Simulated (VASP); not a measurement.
A run of VASP 6.6.1 is set up as follows.

Contents of INCAR:

```
ALGO = Normal
EDIFF = 1E-6
ENCUT = 520
GGA = PS
ISIF = 2
ISMEAR = 0
LASPH = T
LCHARG = T
LELF = T
LREAL = F
LVHAR = T
LWAVE = F
NBANDS = 20
NELM = 60
PREC = Accurate
SIGMA = 0.05
```

KPOINTS

```
k-points
0
Gamma
  8 8 8
```

POSCAR

```
CdF2
1.0
    0.0000000000      2.6891517393      2.9136959095
    2.6891517393      0.0000000000      2.9136959095
    2.6891517393      2.6891517393      0.0000000000
Cd F
1 2
Direct
    0.0000000000      0.0000000000      0.0000000000
    0.2500000000      0.2500000000      0.2500000000
    0.7500000000      0.7500000000      0.7500000000
```

Potentials or basis: VASP PAW PBE potentials, release 64 (Cd, F).

Command:

```bash
$ cat potpaw_PBE.64/Cd/POTCAR potpaw_PBE.64/F/POTCAR > POTCAR
$ mpirun -np 1 vasp_std > vasp.out
```

(1) Estimate the band gap on the k mesh.

(2) Predict the pressure.

Answers

(1) 2.49 eV, indirect (least direct gap 3.04 eV).

(2) -6.5 GPa.

Caveat: the PAW data sets were made with another functional, which shifts forces and pressure a little.
